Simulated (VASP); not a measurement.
# Ge (Pm-3m) in VASP: notebook

The runs below take Ge through single point, relaxation of cell and atoms, with BLYP.

Program: VASP 6.6.1. These are calculated values, not measurements. Logs are shortened: lines on timing, memory, paths and dates and some standing lists are left out, and cuts for length are marked.

### 1 The cell of the first run

Symmetry: Pm-3m, No. 221, cubic system. Conventional cell: a = 2.797 Å, b = 2.797 Å, c = 2.797 Å, α = 90.00°, β = 90.00°, γ = 90.00°. Within 3.7 Å of Ge (site symmetry m-3m) lie 6 Ge at 2.80 Å.

This isn't the form of Ge at room conditions, which is diamond.

### 2 Single point, BLYP

INCAR reads:

```
PREC = Accurate
ENCUT = 500
EDIFF = 1E-6
ISMEAR = -1
SIGMA = 0.1
LREAL = F
LASPH = T
NELM = 120
ALGO = Normal
ISIF = 2
LWAVE = F
LCHARG = T
GGA = B5
ALDAX = 1.0
AGGAX = 1.0
AGGAC = 1.0
ALDAC = 0.0
LELF = T
LVHAR = T
NBANDS = 13
GGA_COMPAT = F
```

KPOINTS reads:

```
regular mesh
0
Gamma
  11 11 11
```

POSCAR reads:

```
Ge
1.0
    2.7974411088      0.0000000000      0.0000000000
    0.0000000000      2.7974411088      0.0000000000
    0.0000000000      0.0000000000      2.7974411088
Ge
1
Direct
    0.0000000000      0.0000000000      0.0000000000
```

Potentials or basis: VASP PAW PBE potentials, release 64 (Ge_d).

Started as:

```console
cat potpaw_PBE.64/Ge_d/POTCAR > POTCAR
mpirun -np 1 vasp_std > vasp.out
```

OUTCAR:

```text
PREC = Accurate
   ENCUT = 500
   EDIFF = 1E-6
   ISMEAR = -1
   LREAL = F
   LASPH = T
   NELM = 120
   ISIF = 2
   GGA = B5

 ion  position               nearest neighbor table
   1  0.000  0.000  0.000-

  LATTYP: Found a simple cubic cell.
 ALAT       =     2.7974411088

  Lattice vectors:

 A1 = (   2.7974411088,   0.0000000000,   0.0000000000)
 A2 = (   0.0000000000,   2.7974411088,   0.0000000000)
 A3 = (   0.0000000000,   0.0000000000,   2.7974411088)

Analysis of symmetry for initial positions (statically):
=====================================================================
 Subroutine PRICEL returns:
 Original cell was already a primitive cell.

 Routine SETGRP: Setting up the symmetry group for a
 simple cubic supercell.

 Subroutine GETGRP returns: Found 48 space group operations
 (whereof 48 operations were pure point group operations)
 out of a pool of 48 trial point group operations.

The static configuration has the point symmetry O_h .

Analysis of symmetry for dynamics (positions and initial velocities):
=====================================================================
 Subroutine PRICEL returns:
 Original cell was already a primitive cell.

 Routine SETGRP: Setting up the symmetry group for a
 simple cubic supercell.

 Subroutine GETGRP returns: Found 48 space group operations
 (whereof 48 operations were pure point group operations)
 out of a pool of 48 trial point group operations.

The dynamic configuration has the point symmetry O_h .

 Subroutine INISYM returns: Found 48 space group operations
 (whereof 48 operations are pure point group operations),
 and found     1 'primitive' translations

----------------------------------------------------------------------------------------

                                     Primitive cell

  volume of cell :      21.8919

  direct lattice vectors                    reciprocal lattice vectors
     2.797441109  0.000000000  0.000000000     0.357469545  0.000000000  0.000000000
     0.000000000  2.797441109  0.000000000     0.000000000  0.357469545  0.000000000
     0.000000000  0.000000000  2.797441109     0.000000000  0.000000000  0.357469545

  length of vectors
     2.797441109  2.797441109  2.797441109     0.357469545  0.357469545  0.357469545

  position of ions in fractional coordinates (direct lattice)
     0.000000000  0.000000000  0.000000000

  ion indices of the primitive-cell ions
   primitive index   ion index
                 1           1

----------------------------------------------------------------------------------------

[... 79 lines left out ...]
   PSTRESS=    0.0 pullay stress
   NELECT =      14.0000    total number of electrons
   NUPDOWN=      -1.0000    fix difference up-down
   EMIN   =  10.00;   EMAX   =-10.00  energy-range for DOS
   EFERMI =   0.00;   METHOD = LEGACY
   ISMEAR =    -1;   SIGMA  =   0.10  broadening in eV -4-tet -1-fermi 0-gaus
   EFERMI_NEDOS =   21; number of points for ismear=-14 and -15
   IALGO  =     38    algorithm
   IMIX   =      4    mixing-type and parameters
     AMIX     =   0.40;   BMIX     =  1.00
     AMIX_MAG =   1.60;   BMIX_MAG =  1.00
  volume/ion in A,a.u.               =      21.89       147.73
  Fermi-wavevector in a.u.,A,eV,Ry     =   1.410446  2.665357 27.066869  1.989359
  Thomas-Fermi vector in A             =   2.532399
   LORBIT       =      0    0 simple, 1 ext, 2 COOP (PROOUT), +10 PAW based schemes
   GGA     = B5    functional components
   LHFCALC =     F    Hartree Fock is set to
   AEXX    =    0.0000 exact exchange contribution
   IVDW    =     0    specifies the selected vdW correction
   LEPSILON=     F    determine dielectric tensor
   LRPA    =     F    only Hartree local field effects (RPA)
 non-spin polarized calculation
  energy-cutoff  :      500.00
  volume of cell :       21.89
 maximum number of plane-waves:       587
   NGX = 11   NGY = 11   NGZ = 11

 number of electron      14.0000031 magnetization

 Free energy of the ion-electron system (eV)
  ---------------------------------------------------
  ext. energy  EPLUGINS =         0.00000000
  ---------------------------------------------------
  free energy    TOTEN  =        -3.48169194 eV

  energy without entropy =       -3.46036100  energy(sigma->0) =       -3.47102647

 E-fermi :   5.3138     XC(G=0):  -9.8298

 val. band max:        5.3119593677   @ k =   0.4545   0.4545   0.3636
 cond. band min:       5.4401427864   @ k =   0.2727   0.2727   0.0909
 fundamental gap:      0.1281834186
 Fermi energy:         5.3138119339

 k-point     1 :       0.0000    0.0000    0.0000
  band No.  band energies     occupation
      1     -19.1598      2.00000
      2     -19.1598      2.00000
      3     -18.9714      2.00000
      4     -18.9714      2.00000
      5     -18.9714      2.00000
      6      -6.5996      2.00000
      7      11.4024      0.00000
      8      11.4024      0.00000
      9      11.4024      0.00000
     10      15.3005      0.00000
     11      15.3005      0.00000
     12      17.3192      0.00000
     13      32.5540      0.00000
[... 354 lines left out ...]
  band No.  band energies     occupation
      1     -19.1363      2.00000
      2     -19.0662      2.00000
      3     -19.0036      2.00000
      4     -19.0029      2.00000
      5     -18.9767      2.00000
      6      -5.0160      2.00000
      7       4.7087      1.99530
      8      10.7677      0.00000
      9      11.2308      0.00000
     10      18.7614      0.00000
     11      19.1624      0.00000
     12      21.9166      0.00000
     13      22.2211      0.00000

 [... further k-points ...]

------------------------ aborting loop because EDIFF is reached ----------------------------------------

  FORCE on cell =-STRESS in cart. coord.  units (eV):
  Direction    XX          YY          ZZ          XY          YZ          ZX
  --------------------------------------------------------------------------------------
  -------------------------------------------------------------------------------------
  Total        0.0114242      0.0114242      0.0114242     -0.0000000     -0.0000000      0.0000000
  in kB        0.8360887      0.8360887      0.8360887     -0.0000000     -0.0000000      0.0000000
  external PRESSURE =       0.8360887 kB  Pullay stress =       0.0000000 kB

 VOLUME and BASIS-vectors are now :
 -----------------------------------------------------------------------------
  energy-cutoff  :      500.00
  volume of cell :       21.89
      direct lattice vectors                 reciprocal lattice vectors
     2.797441109  0.000000000  0.000000000     0.357469545  0.000000000  0.000000000
     0.000000000  2.797441109  0.000000000     0.000000000  0.357469545  0.000000000
     0.000000000  0.000000000  2.797441109     0.000000000  0.000000000  0.357469545

 POSITION                                       TOTAL-FORCE (eV/Angst)
 -----------------------------------------------------------------------------------
      0.00000      0.00000      0.00000         0.000000      0.000000      0.000000
 -----------------------------------------------------------------------------------
    total drift:                               -0.000000      0.000000     -0.000000

  FREE ENERGIE OF THE ION-ELECTRON SYSTEM (eV)
  ---------------------------------------------------
  free  energy   TOTEN  =        -3.4816919371 eV

  energy  without entropy=       -3.4603609955  energy(sigma->0) =       -3.47102647
```

OSZICAR:

```text
N       E                     dE             d eps       ncg     rms          rms(c)
DAV:   1     0.628691614415E+02    0.62869E+02   -0.71282E+03  1601   0.278E+03
DAV:   2     0.248285564044E+01   -0.60386E+02   -0.58130E+02  1561   0.406E+02
DAV:   3    -0.337784630527E+01   -0.58607E+01   -0.58394E+01  1651   0.738E+01
DAV:   4    -0.347314385049E+01   -0.95298E-01   -0.95284E-01  1676   0.102E+01
DAV:   5    -0.347429148983E+01   -0.11476E-02   -0.11476E-02  1691   0.124E+00    0.968E-01
DAV:   6    -0.347752388778E+01   -0.32324E-02   -0.49061E-03  1806   0.148E+00    0.569E-01
DAV:   7    -0.348155941184E+01   -0.40355E-02   -0.45523E-03  1696   0.115E+00    0.708E-02
DAV:   8    -0.348169307816E+01   -0.13367E-03   -0.75655E-04  1711   0.570E-01    0.258E-02
DAV:   9    -0.348169222076E+01    0.85740E-06   -0.26010E-05  1716   0.910E-02    0.451E-03
DAV:  10    -0.348169193705E+01    0.28371E-06   -0.77695E-07  1241   0.123E-02
   1 F= -.34816919E+01 E0= -.34710265E+01  d E =-.213309E-01
```

stdout:

```text
POSCAR found type information on POSCAR Ge
 POSCAR found :  1 types and       1 ions
 scaLAPACK will be used
 -----------------------------------------------------------------------------
|                                                                             |
|                                                                             |
|     You enforced a specific xc type in the INCAR file but a different       |
|     I HOPE YOU KNOW WHAT YOU ARE DOING!                                     |
|                                                                             |
 -----------------------------------------------------------------------------

 LDA part: xc-table for (Slater(with rela. corr.)+VWN5), standard interpolation
 POSCAR, INCAR and KPOINTS ok, starting setup
 FFT: planning ... GRIDC
 FFT: planning ... GRID_SOFT
 FFT: planning ... GRID
 WAVECAR not read
 entering main loop
```

It took 19 s on 1 thread of AMD EPYC 7R43 (Zen 3), shared host; peak memory 0.09 GiB.

What came out:

* Free energy: -3.4817 eV
* Pressure: 0.1 GPa
* Band gap on the k mesh: zero (bands 7 and 8 overlap by 7.95 eV)

Caveat: the PAW data sets were made with another functional, which shifts forces and pressure a little.

### 3 Relaxation of cell and atoms, BLYP

This run uses another cell than the first one, of 20.78 Å³/atom.

INCAR reads:

```
SYSTEM = Ge
AGGAC = 1.0
AGGAX = 1.0
ALDAC = 0.0
ALDAX = 1.0
ALGO = Normal
EDIFF = 1E-7
EDIFFG = -0.01
ENCUT = 500
GGA = B5
GGA_COMPAT = .False.
IBRION = 2
ISIF = 3
ISMEAR = -1
LASPH = .True.
LCHARG = .False.
LREAL = .False.
LWAVE = .False.
NELM = 120
NELMIN = 4
NSW = 80
PREC = Accurate
SIGMA = 0.1
```

KPOINTS reads:

```
k-points
0
Gamma
  11 11 11
  0 0 0
```

POSCAR reads:

```
Ge
1.0
    2.7491475330      0.0000000000      0.0000000000
    0.0000000000      2.7491475330      0.0000000000
    0.0000000000      0.0000000000      2.7491475330
Ge
1
Direct
    0.0000000000      0.0000000000      0.0000000000
```

Potentials or basis: VASP PAW PBE potentials, release 64 (Ge_d).

Started as:

```console
cat potpaw_PBE.64/Ge_d/POTCAR > POTCAR
mpirun -np 1 vasp_std > vasp.out
```

It took 33 s on 1 thread of AMD EPYC 7R43 (Zen 3), shared host; peak memory 0.09 GiB.

Results (log left out):

```yaml
Free_energy: -3.4809 eV
Relaxed_volume: 21.95 Å³/atom
Relaxed_cell: a = 2.800 Å, b = 2.800 Å, c = 2.800 Å, α = 90.00°, β = 90.00°, γ = 90.00°
Space_group_after_relaxing_to_0.1_Å: Pm-3m (No. 221)
Energy_gained_by_relaxing: 9.7 meV/atom
Ionic_steps: 2
Pressure_after_relaxing: 0.0 GPa
Band_gap_on_the_k_mesh: zero (bands 7 and 8 overlap by 7.93 eV)
```

Step by step:
| step | energy change (eV) | largest force (eV/Å) | pressure (GPa) | volume (Å³) |
| --- | --- | --- | --- | --- |
| 1 | 0.0000 | 0.0000 | 2.95 | 20.78 |
| 2 | -0.0097 | 0.0000 | -0.04 | 21.95 |

Final structure:
```yaml
crystal:
  lattice:
    - [2.79994, 0.00000, 0.00000]
    - [0.00000, 2.79994, 0.00000]
    - [0.00000, 0.00000, 2.79994]
  atoms:
    - { symbol: Ge, position: [0.00000, 0.00000, 0.00000] }
```

Levels at points of the mesh, in eV from the Fermi level:
```
           k point  band 5  band 6  band 7  band 8  band 9  band 10
(0.00, 0.00, 0.00)  -24.29  -11.90    6.07    6.07    6.07     9.98
```

Caveat: the PAW data sets were made with another functional, which shifts forces and pressure a little.
